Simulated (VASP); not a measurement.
Input of a VASP 6.6.1 run:

Contents of INCAR:

```
PREC = Accurate ; ENCUT = 600
EDIFF = 1E-6 ; ISMEAR = -1
SIGMA = 0.05 ; LREAL = False
LASPH = True ; NELM = 200
ALGO = Normal ; ISIF = 2
LWAVE = False ; LCHARG = False
LMAXMIX = 4 ; LDAU = True
LDAUTYPE = 2 ; LDAUL = -1 2 -1
LDAUU = 0 5 0 ; LDAUJ = 0 0 0
LDAUPRINT = 1 ; GGA = PS
NBANDS = 28 ; GGA_COMPAT = False
```

Contents of KPOINTS:

```
regular mesh
0
Gamma
  7 7 7
```

The input POSCAR:

```
BaTiO3
1.0
    3.9828275159      0.0000030690     -0.0000032570
    0.0000030690      3.9828028658     -0.0000017248
   -0.0000032718     -0.0000017326      3.9828516222
Ba Ti O
1 1 3
Direct
    0.9999388855      0.9999331842      0.0056316969
    0.4998373785      0.4998293625      0.5056825430
    0.5000485803      0.5000508880      0.0055442673
    0.5000612776      0.0001201560      0.5055782353
    0.0001138881      0.5000664094      0.5055632676
```

Potentials or basis: VASP PAW PBE potentials, release 64 (Ba_sv, Ti_sv, O).

Run with:

```sh
$ cat potpaw_PBE.64/Ba_sv/POTCAR potpaw_PBE.64/Ti_sv/POTCAR potpaw_PBE.64/O/POTCAR > POTCAR
$ mpirun -np 1 vasp_std > vasp.out
```

(1) Predict the band gap on the k mesh.

(2) Estimate the pressure.

(3) What does it give for the largest force?

Results:

(1) 2.39 eV (least direct gap 2.51 eV).

(2) 4.3 GPa.

(3) 0.007 eV/Å.

Caveat: the cell stands under pressure; the PAW data sets were made with another functional, which shifts forces and pressure a little; spin-orbit coupling is left out, which moves the levels of the heavy elements; an odd mesh through Γ misses points on the zone boundary, where band edges can lie.
